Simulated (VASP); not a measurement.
Wanted: the native input for a VASP 6.6.1 run.

* Task: relaxation of cell and atoms
* Functional: HSE06
* Potentials or basis: VASP PAW PBE potentials, release 64 (Nb_sv, Si)
* Cutoff: 600 eV
* k mesh: 4 × 4 × 4
* Occupations: fermi-dirac, width 0.05 eV
* Spin: no spin polarisation
* Dipole correction: no
* Grid for exact exchange (PRECFOCK): Normal
* Further INCAR settings: ALGO = Normal; EDIFF = 1e-07; IBRION = 2; EDIFFG = -0.01; NSW = 60; ISIF = 3
* Screening parameter: 0.2079 1/Å

The system is NbSi.

```
Nb Si
1.0
     3.15644    0.00000    0.00000
     0.00000    3.15644    0.00000
     0.00000    0.00000    3.15644
Nb Si
1 1
Direct
  0.00000 0.00000 0.00000
  0.50000 0.50000 0.50000
```

One way to write it, as run:

POSCAR

```
NbSi
1.0
    3.1564400000      0.0000000000      0.0000000000
    0.0000000000      3.1564400000      0.0000000000
    0.0000000000      0.0000000000      3.1564400000
Nb Si
1 1
Direct
    0.0000000000      0.0000000000      0.0000000000
    0.5000000000      0.5000000000      0.5000000000
```

INCAR.step1

```
SYSTEM = NbSi
PREC = Accurate
ENCUT = 600
EDIFF = 1E-5
ISMEAR = -1
SIGMA = 0.05
LREAL = .FALSE.
LASPH = .TRUE.
NELM = 60
ALGO = Normal
LWAVE = .TRUE.
LCHARG = .FALSE.
GGA = PE
NBANDS = 16
```

INCAR.step2

```
SYSTEM = NbSi
PREC = Accurate
ENCUT = 600
EDIFF = 1E-7
ISMEAR = -1
SIGMA = 0.05
LREAL = .FALSE.
LASPH = .TRUE.
NELM = 60
ALGO = Normal
ISIF = 3
LWAVE = .FALSE.
LCHARG = .FALSE.
GGA = PE
LHFCALC = .TRUE.
HFSCREEN = 0.2079
PRECFOCK = Normal
IBRION = 2
NSW = 60
EDIFFG = -0.01
ISTART = 1
```

KPOINTS

```
regular mesh
0
G
  4 4 4
  0 0 0
```

Potentials or basis: VASP PAW PBE potentials, release 64 (Nb_sv, Si).

Run with:

```console
$ cat potpaw_PBE.64/Nb_sv/POTCAR potpaw_PBE.64/Si/POTCAR > POTCAR
$ cp INCAR.step1 INCAR
$ mpirun -np 1 vasp_std > vasp.out
$ cp INCAR.step2 INCAR
$ mpirun -np 1 vasp_std > vasp.out
```

It gave:

The relaxed volume is 15.59 Å³/atom. The relaxed cell is a = 3.147 Å, b = 3.147 Å, c = 3.147 Å, α = 90.00°, β = 90.00°, γ = 90.00° and the space group after relaxing (to 0.05 Å) is Pm-3m (No. 221). The energy gained by relaxing is 0.7 meV/atom. The ionic steps are 3. The pressure after relaxing is 0.0 GPa.

Caveat: the k points lie up to 0.50 Å⁻¹ apart in the final cell; the PAW data sets were made with another functional, which shifts forces and pressure a little.

Run time: 26 min on 1 thread of Intel(R) Xeon(R) Platinum 8259CL CPU @ 2.50GHz (Skylake/Cascade Lake), on a shared host, peak memory 0.27 GiB.
